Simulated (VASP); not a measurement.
# C (Im-3m) in VASP: a series of runs

Runs on C. Level: LDA. Tasks: single point, relaxation of cell and atoms.

Program: VASP 6.6.1. These are calculated values, not measurements. Logs are shortened: lines on timing, memory, paths and dates and some standing lists are left out, and cuts for length are marked.

### Step 1. The cell of the first run

Symmetry: Im-3m, No. 229, cubic system. Conventional cell: a = 2.360 Å, b = 2.360 Å, c = 2.360 Å, α = 90.00°, β = 90.00°, γ = 90.00°. Within 2.7 Å of C (site symmetry m-3m) lie 14 C at 2.04 to 2.36 Å.

### Step 2. Single point, LDA (volume scaled by 1.04)

INCAR reads:

```
SYSTEM = C
ALGO = Normal
EDIFF = 1E-6
ENCUT = 520
GGA = CA
ISIF = 2
ISMEAR = -1
LASPH = .TRUE.
LCHARG = .FALSE.
LREAL = .FALSE.
LWAVE = .FALSE.
NBANDS = 8
NELM = 60
PREC = Accurate
SIGMA = 0.1
```

KPOINTS reads:

```
k-points
0
G
  21 21 21
  0 0 0
```

POSCAR reads:

```
C
1.0
   -1.1799342667      1.1799342667      1.1799342667
    1.1799342667     -1.1799342667      1.1799342667
    1.1799342667      1.1799342667     -1.1799342667
C
1
Direct
    0.0000000000      0.0000000000      0.0000000000
```

Potentials or basis: VASP PAW LDA potentials, release 64 (C).

Run with:

```bash
> cat potpaw_LDA.64/C/POTCAR > POTCAR
> mpirun -np 1 vasp_std > vasp.out
```

OUTCAR:

```text
SYSTEM = C
   EDIFF = 1E-6
   ENCUT = 520
   GGA = CA
   ISIF = 2
   ISMEAR = -1
   LASPH = .TRUE.
   LREAL = .FALSE.
   NELM = 60
   PREC = Accurate

 ion  position               nearest neighbor table
   1  0.000  0.000  0.000-

  LATTYP: Found a body centered cubic cell.
 ALAT       =     2.3598685334

  Lattice vectors:

 A1 = (  -1.1799342667,   1.1799342667,   1.1799342667)
 A2 = (   1.1799342667,  -1.1799342667,   1.1799342667)
 A3 = (   1.1799342667,   1.1799342667,  -1.1799342667)

Analysis of symmetry for initial positions (statically):
=====================================================================
 Subroutine PRICEL returns:
 Original cell was already a primitive cell.

 Routine SETGRP: Setting up the symmetry group for a
 body centered cubic supercell.

 Subroutine GETGRP returns: Found 48 space group operations
 (whereof 48 operations were pure point group operations)
 out of a pool of 48 trial point group operations.

The static configuration has the point symmetry O_h .

Analysis of symmetry for dynamics (positions and initial velocities):
=====================================================================
 Subroutine PRICEL returns:
 Original cell was already a primitive cell.

 Routine SETGRP: Setting up the symmetry group for a
 body centered cubic supercell.

 Subroutine GETGRP returns: Found 48 space group operations
 (whereof 48 operations were pure point group operations)
 out of a pool of 48 trial point group operations.

The dynamic configuration has the point symmetry O_h .

 Subroutine INISYM returns: Found 48 space group operations
 (whereof 48 operations are pure point group operations),
 and found     1 'primitive' translations

----------------------------------------------------------------------------------------

                                     Primitive cell

  volume of cell :       6.5710

  direct lattice vectors                    reciprocal lattice vectors
    -1.179934267  1.179934267  1.179934267     0.000000000  0.423752419  0.423752419
     1.179934267 -1.179934267  1.179934267     0.423752419  0.000000000  0.423752419
     1.179934267  1.179934267 -1.179934267     0.423752419  0.423752419  0.000000000

  length of vectors
     2.043706100  2.043706100  2.043706100     0.599276418  0.599276418  0.599276418

  position of ions in fractional coordinates (direct lattice)
     0.000000000  0.000000000  0.000000000

  ion indices of the primitive-cell ions
   primitive index   ion index
                 1           1

----------------------------------------------------------------------------------------

 KPOINTS: k-points

Automatic generation of k-mesh.
 Grid dimensions read from file:
 generate k-points for:   21   21   21

 Generating k-lattice:

  Cartesian coordinates                     Fractional coordinates (reciprocal lattice)
     0.000000000  0.020178687  0.020178687     0.047619048  0.000000000  0.000000000
     0.020178687  0.000000000  0.020178687     0.000000000  0.047619048  0.000000000
     0.020178687  0.020178687  0.000000000     0.000000000  0.000000000  0.047619048

  Length of vectors
     0.028536972  0.028536972  0.028536972

  Shift w.r.t. Gamma in fractional coordinates (k-lattice)
     0.000000000  0.000000000  0.000000000

 Subroutine IBZKPT returns following result:
 ===========================================

 Found    286 irreducible k-points:

 Following reciprocal coordinates:
            Coordinates               Weight
  0.000000  0.000000  0.000000      1.000000
  0.047619  0.000000  0.000000     12.000000
  0.095238  0.000000  0.000000     12.000000
  0.142857  0.000000  0.000000     12.000000
  0.190476  0.000000  0.000000     12.000000
  0.238095  0.000000  0.000000     12.000000
[... 16 lines left out ...]
  0.142857  0.095238  0.000000     48.000000
  0.190476  0.095238  0.000000     48.000000
 [... further k-points ...]
   k-points           NKPTS =    286   k-points in BZ     NKDIM =    286   number of bands    NBANDS=      8
   number of dos      NEDOS =    301   number of ions     NIONS =      1
   total plane-waves  NPLWV =   4096
   dimension x,y,z NGX =    16 NGY =   16 NGZ =   16
   dimension x,y,z NGXF=    32 NGYF=   32 NGZF=   32
   ions per type =               1
   NGX,Y,Z   is equivalent  to a cutoff of  13.02, 13.02, 13.02 a.u.
   NGXF,Y,Z  is equivalent  to a cutoff of  26.03, 26.03, 26.03 a.u.
 SYSTEM =  C
   PREC   = accura    normal or accurate (medium, high low for compatibility)
   ISTART =      0    job   : 0-new  1-cont  2-samecut
   ICHARG =      2    charge: 1-file 2-atom 10-const
   ISPIN  =      1    spin polarized calculation?
   LNONCOLLINEAR =      F non collinear calculations
   LSORBIT =      F    spin-orbit coupling
   LASPH  =      T    aspherical Exc in radial PAW
   ENCUT  =  520.0 eV  38.22 Ry    6.18 a.u.   3.80  3.80  3.80*2*pi/ulx,y,z
   NELM   =     60;   NELMIN=  2; NELMDL= -5     # of ELM steps
   EDIFF  = 0.1E-05   stopping-criterion for ELM
   LREAL  =      F    real-space projection
   EDIFFG = 0.1E-04   stopping-criterion for IOM
   NSW    =      0    number of steps for IOM
   IBRION =     -1    ionic relax: 0-MD 1-quasi-New 2-CG
   NFREE  =      0    steps in history (QN), initial steepest desc. (CG)
   ISIF   =      2    stress and relaxation
   ISYM   =      2    0-nonsym 1-usesym 2-fastsym
   POTIM  = 0.5000    time-step for ionic-motion
   TEBEG  =    0.0;   TEEND  =   0.0 temperature during run
   PSTRESS=    0.0 pullay stress
   NELECT =       4.0000    total number of electrons
   NUPDOWN=      -1.0000    fix difference up-down
   EMIN   =  10.00;   EMAX   =-10.00  energy-range for DOS
   EFERMI =   0.00;   METHOD = LEGACY
   ISMEAR =    -1;   SIGMA  =   0.10  broadening in eV -4-tet -1-fermi 0-gaus
   EFERMI_NEDOS =   21; number of points for ismear=-14 and -15
   IALGO  =     38    algorithm
   IMIX   =      4    mixing-type and parameters
     AMIX     =   0.40;   BMIX     =  1.00
     AMIX_MAG =   1.60;   BMIX_MAG =  1.00
  volume/ion in A,a.u.               =       6.57        44.34
  Fermi-wavevector in a.u.,A,eV,Ry     =   1.387449  2.621898 26.191414  1.925015
  Thomas-Fermi vector in A             =   2.511669
   LORBIT       =      0    0 simple, 1 ext, 2 COOP (PROOUT), +10 PAW based schemes
   GGA     = CA    functional components
   LHFCALC =     F    Hartree Fock is set to
   AEXX    =    0.0000 exact exchange contribution
   IVDW    =     0    specifies the selected vdW correction
   LEPSILON=     F    determine dielectric tensor
   LRPA    =     F    only Hartree local field effects (RPA)
 non-spin polarized calculation
  energy-cutoff  :      520.00
  volume of cell :        6.57
 maximum number of plane-waves:       184
   NGX =  7   NGY =  7   NGZ =  7

 number of electron       4.0000000 magnetization

 Free energy of the ion-electron system (eV)
  ---------------------------------------------------
  ext. energy  EPLUGINS =         0.00000000
  ---------------------------------------------------
  free energy    TOTEN  =        -5.78314727 eV

  energy without entropy =       -5.77184107  energy(sigma->0) =       -5.77749417

 E-fermi :   8.7353     XC(G=0): -13.3083

 val. band max:        8.7277358063   @ k =  -0.3333   0.3333   0.1905
 cond. band min:       8.7405580315   @ k =   0.2381   0.2381   0.0000
 fundamental gap:      0.0128222251
 Fermi energy:         8.7352737407

 k-point     1 :       0.0000    0.0000    0.0000
  band No.  band energies     occupation
      1     -10.9549      2.00000
      2      17.8491      0.00000
      3      17.8491      0.00000
      4      17.8491      0.00000
      5      42.3278      0.00000
      6      42.3278      0.00000
      7      42.3278      0.00000
      8      44.8941      0.00000

 k-point     2 :       0.0476    0.0000    0.0000
  band No.  band energies     occupation
      1     -10.8526      2.00000
      2      17.6045      0.00000
      3      17.7053      0.00000
      4      17.8199      0.00000
      5      41.5297      0.00000
      6      41.5392      0.00000
      7      42.6898      0.00000
      8      44.8901      0.00000

 k-point     3 :       0.0952    0.0000    0.0000
  band No.  band energies     occupation
      1     -10.5459      2.00000
      2      16.8735      0.00000
      3      17.3033      0.00000
      4      17.7340      0.00000
      5      39.2848      0.00000
      6      39.9468      0.00000
      7      43.7450      0.00000
      8      44.6419      0.00000

 k-point     4 :       0.1429    0.0000    0.0000
  band No.  band energies     occupation
      1     -10.0355      2.00000
      2      15.6769      0.00000
      3      16.7163      0.00000
      4      17.5963      0.00000
      5      36.9401      0.00000
      6      38.2580      0.00000
      7      43.8742      0.00000
      8      44.7440      0.00000

 k-point     5 :       0.1905    0.0000    0.0000
  band No.  band energies     occupation
      1      -9.3225      2.00000
      2      14.0638      0.00000
      3      16.0328      0.00000
      4      17.4177      0.00000
      5      34.9983      0.00000
      6      36.6888      0.00000
      7      43.4601      0.00000
      8      44.6644      0.00000

 k-point     6 :       0.2381    0.0000    0.0000
  band No.  band energies     occupation
      1      -8.4087      2.00000
      2      12.1232      0.00000
      3      15.3309      0.00000
      4      17.2124      0.00000
      5      33.5134      0.00000
      6      35.3069      0.00000
      7      43.3993      0.00000
      8      44.5655      0.00000

 k-point     7 :       0.2857    0.0000    0.0000
  band No.  band energies     occupation
      1      -7.2969      2.00000
      2       9.9657      0.00001
      3      14.6738      0.00000
      4      16.9983      0.00000
      5      32.4323      0.00000
      6      34.1389      0.00000
      7      43.6645      0.00000
      8      44.4495      0.00000

 k-point     8 :       0.3333    0.0000    0.0000
  band No.  band energies     occupation
      1      -5.9910      2.00000
      2       7.7008      1.99994
      3      14.1047      0.00000
      4      16.7958      0.00000
      5      31.6772      0.00000
      6      33.1967      0.00000
      7      44.2051      0.00000
      8      44.3285      0.00000

 k-point     9 :       0.3810    0.0000    0.0000
  band No.  band energies     occupation
      1      -4.4968      2.00000
      2       5.4196      2.00000
      3      13.6555      0.00000
      4      16.6246      0.00000
      5      31.1760      0.00000
      6      32.4866      0.00000
      7      44.2285      0.00000
      8      44.9325      0.00000

 k-point    10 :       0.4286    0.0000    0.0000
  band No.  band energies     occupation
      1      -2.8246      2.00000
      2       3.1918      2.00000
      3      13.3459      0.00000
      4      16.5003      0.00000
      5      30.8723      0.00000
      6      32.0118      0.00000
      7      44.1417      0.00000
      8      45.6850      0.00000
[... 78 lines left out ...]
 k-point    18 :       0.3333    0.0476    0.0000
  band No.  band energies     occupation
      1      -5.1919      2.00000
      2       6.6152      2.00000
      3      13.6542      0.00000
      4      16.4934      0.00000
      5      31.5531      0.00000
      6      32.9999      0.00000
      7      43.6491      0.00000
      8      45.0475      0.00000

 k-point    19 :       0.3810    0.0476    0.0000
  band No.  band energies     occupation
      1      -3.6076      2.00000
      2       4.3594      2.00000
      3      13.2648      0.00000
      4      16.3321      0.00000
      5      31.1786      0.00000
      6      32.4568      0.00000
      7      43.7889      0.00000
      8      45.5212      0.00000

 k-point    20 :       0.4286    0.0476    0.0000
  band No.  band energies     occupation
      1      -1.8538      2.00000
      2       2.1841      2.00000
      3      13.0261      0.00000
      4      16.2288      0.00000
      5      30.9709      0.00000
      6      32.1305      0.00000
      7      43.8252      0.00000
      8      46.0354      0.00000

 k-point    21 :       0.4762    0.0476    0.0000
  band No.  band energies     occupation
      1      -0.1928      2.00000
      2       0.3797      2.00000
      3      12.9457      0.00000
      4      16.1933      0.00000
      5      30.9044      0.00000
      6      32.0218      0.00000
      7      43.8415      0.00000
      8      46.2636      0.00000

 k-point    22 :       0.0952    0.0952    0.0000
  band No.  band energies     occupation
      1      -9.7297      2.00000
      2      15.1831      0.00000
      3      16.4084      0.00000
      4      17.2429      0.00000
      5      36.3224      0.00000
      6      37.2961      0.00000
      7      43.2848      0.00000
      8      44.2950      0.00000

 k-point    23 :       0.1429    0.0952    0.0000
  band No.  band energies     occupation
      1      -9.0175      2.00000
      2      13.8517      0.00000
      3      15.5340      0.00000
      4      16.9642      0.00000
      5      34.8423      0.00000
      6      36.0972      0.00000
      7      43.1859      0.00000
      8      44.3383      0.00000

 k-point    24 :       0.1905    0.0952    0.0000
  band No.  band energies     occupation
      1      -8.1048      2.00000
      2      12.1329      0.00000
      3      14.6417      0.00000
      4      16.6865      0.00000
      5      33.6585      0.00000
      6      35.1149      0.00000
      7      43.0450      0.00000
      8      44.5680      0.00000

 [... further k-points ...]
[... 5 lines left out ...]
  --------------------------------------------------------------------------------------
  -------------------------------------------------------------------------------------
  Total       -0.3265560     -0.3265560     -0.3265560      0.0000000      0.0000000     -0.0000000
  in kB      -79.6223117    -79.6223117    -79.6223117      0.0000000      0.0000000     -0.0000000
  external PRESSURE =     -79.6223117 kB  Pullay stress =       0.0000000 kB

 VOLUME and BASIS-vectors are now :
 -----------------------------------------------------------------------------
  energy-cutoff  :      520.00
  volume of cell :        6.57
      direct lattice vectors                 reciprocal lattice vectors
    -1.179934267  1.179934267  1.179934267     0.000000000  0.423752419  0.423752419
     1.179934267 -1.179934267  1.179934267     0.423752419  0.000000000  0.423752419
     1.179934267  1.179934267 -1.179934267     0.423752419  0.423752419  0.000000000

 POSITION                                       TOTAL-FORCE (eV/Angst)
 -----------------------------------------------------------------------------------
      0.00000      0.00000      0.00000         0.000000      0.000000      0.000000
 -----------------------------------------------------------------------------------
    total drift:                                0.000000     -0.000000      0.000000

  FREE ENERGIE OF THE ION-ELECTRON SYSTEM (eV)
  ---------------------------------------------------
  free  energy   TOTEN  =        -5.7831472656 eV

  energy  without entropy=       -5.7718410660  energy(sigma->0) =       -5.77749417
```

Wall time 10 s (1 thread of AMD EPYC 7R43 (Zen 3), shared host); peak memory 0.07 GiB.

What came out:

```
Free energy            : -5.7831 eV
Pressure               : -8.0 GPa
Band gap on the k mesh : zero (band 2 reaches 17.85 eV, above the bottom of band 3 at 3.57 eV)
```

Levels at points of the mesh, in eV from the Fermi level:
| k point | band 1 | band 2 | band 3 | band 4 | band 5 | band 6 | band 7 |
| --- | --- | --- | --- | --- | --- | --- | --- |
| (0.00, 0.00, 0.00) | -19.69 | 9.11 | 9.11 | 9.11 | 33.59 | 33.59 | 33.59 |

(Part 1 of 2 ends here.)
